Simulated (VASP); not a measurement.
Wanted: the native input for a VASP 6.6.1 run.

```
Task                   : single point
Functional             : PBE
Potentials or basis    : VASP PAW PBE potentials, release 64 (Ga_d, In_d, P)
Cutoff                 : 520 eV
k mesh                 : 3 × 3 × 3
Occupations            : gaussian, width 0.02 eV
Spin                   : collinear spin
Starting moments       : [1.0, 0.0, 0.0, 0.0, 0.0, 0.0, 0.0, 0.0, 0.0, 0.0, 0.0, 0.0, 0.0, 0.0, 0.0] μB
Dipole correction      : no
Further INCAR settings : LREAL = Auto; ALGO = Normal; EDIFF = 1e-06; NBANDS = 82
```

The structure of In6GaP8 (a cell with a defect) lies in POSCAR:

```
In6GaP8
1.0
    0.0000000000      5.9597880294     -5.9597880294
   -5.9597880294      0.0000000000     -5.9597880294
   -5.9597880294      5.9597880294      0.0000000000
Ga In P
1 6 8
Direct
    0.5395332614     -0.0395332614      0.4604667386
    0.4708443212      0.5108627852      0.4967832075
    0.0215096861      0.5108627852      0.4967832075
    0.4708443212     -0.0032167925      0.0108627852
    0.0215096861      0.9967832075      0.0108627852
    0.5064586364      0.4935413636     -0.0064586364
    0.0073880685      0.4926119315     -0.0073880685
    0.6402321501      0.1091590700      0.1103766299
    0.1018628335      0.1136351888      0.1826391442
    0.6278464590      0.6200777085      0.1200777085
    0.1319981240      0.6200777085      0.1200777085
    0.4931999251      0.1410612655      0.6410612655
    0.2246775438      0.1410612655      0.6410612655
    0.6402321501      0.6103766299      0.6091590700
    0.1018628335      0.6826391442      0.6136351888
```

This cell differs from its parent crystal: atoms taken out, then relaxed in part.

These files were run (other wordings do the same):

INCAR

```
SYSTEM = In6GaP8
PREC = Accurate
ENCUT = 520
EDIFF = 1E-6
ISMEAR = 0
SIGMA = 0.02
LREAL = Auto
LASPH = .TRUE.
NELM = 150
ALGO = Normal
ISIF = 2
LWAVE = .FALSE.
LCHARG = .TRUE.
ISPIN = 2
MAGMOM = 1 0 0 0 0 0 0 0 0 0 0 0 0 0 0
LORBIT = 11
GGA = PE
LELF = .TRUE.
LVHAR = .TRUE.
NBANDS = 82
```

KPOINTS

```
regular mesh
0
G
  3 3 3
  0 0 0
```

Potentials or basis: VASP PAW PBE potentials, release 64 (Ga_d, In_d, P).

Command:

```console
$ cat potpaw_PBE.64/Ga_d/POTCAR potpaw_PBE.64/In_d/POTCAR potpaw_PBE.64/P/POTCAR > POTCAR
$ mpirun -np 1 vasp_std > vasp.out
```

It gave:

```
Pressure                                              : -2.2 GPa
Largest force                                         : 0.032 eV/Å
Net moment                                            : -0.01 μB per cell
Valence electrons inside the program's atomic spheres : Ga 11.59; In 11.40, 11.37 (each value once); P 2.47, 2.44, 2.49, 2.46 (each value once)
```

Caveat: the cell differs from its parent crystal (atoms taken out, then relaxed in part); spin-orbit coupling is left out, which moves the levels of the heavy elements.

Run time: 32 min on 1 thread of Oxide Virtual Turin-like Processor, with other jobs on the host, peak memory 0.94 GiB.
